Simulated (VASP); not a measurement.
Set up this calculation in VASP 6.6.1, as the native input.

```
Task                   : single point
Functional             : PBEsol
Potentials or basis    : VASP PAW PBE potentials, release 64 (Mo_sv)
Cutoff                 : 520 eV
k mesh                 : 18 × 18 × 7
Occupations            : gaussian, width 0.1 eV
Spin                   : no spin polarisation
Dipole correction      : no
Further INCAR settings : ALGO = Normal; EDIFF = 1e-07; NBANDS = 28
```

The structure of Mo lies in POSCAR:

```
Mo
1.0
    2.9773706320      0.0000000000      0.0000000000
   -1.4886853160      2.5784786038      0.0000000000
    0.0000000000      0.0000000000      6.1427787763
Mo
3
Direct
    0.0000000000      0.0000000000      0.0000000000
    0.3333333333      0.6666666667      0.3333333333
    0.6666666667      0.3333333333      0.6666666667
```

The input as run:

INCAR

```
SYSTEM = Mo
PREC     = Accurate       ! precision mode
ENCUT    = 520            ! plane-wave cutoff, eV
EDIFF    = 1E-7           ! SCF threshold, eV
ISMEAR   = 0              ! smearing method
SIGMA    = 0.1            ! smearing width, eV
LREAL    = .FALSE.        ! projectors in reciprocal space
LASPH    = .TRUE.         ! aspherical terms in the spheres
NELM     = 100            ! most SCF steps
ALGO     = Normal         ! electronic algorithm
ISIF     = 2              ! what is computed and relaxed
LWAVE    = .FALSE.        ! write WAVECAR
LCHARG   = .FALSE.        ! write CHGCAR
GGA      = PS             ! functional
NBANDS   = 28             ! bands
```

KPOINTS

```
regular mesh
0
G
  18 18 7
  0 0 0
```

Potentials or basis: VASP PAW PBE potentials, release 64 (Mo_sv).

Launch:

```bash
$ cat potpaw_PBE.64/Mo_sv/POTCAR > POTCAR
$ mpirun -np 1 vasp_std > vasp.out
```

Results of the run:

```
Pressure               : 0.5 GPa
Band gap on the k mesh : zero (band 21 reaches 13.05 eV, above the bottom of band 22 at 11.45 eV)
```

Caveat: the PAW data sets were made with another functional, which shifts forces and pressure a little.

Wall time 3.6 min on 1 thread of Intel(R) Xeon(R) Platinum 8375C CPU @ 2.90GHz (Ice Lake), with other jobs on the host, peak memory 0.34 GiB.
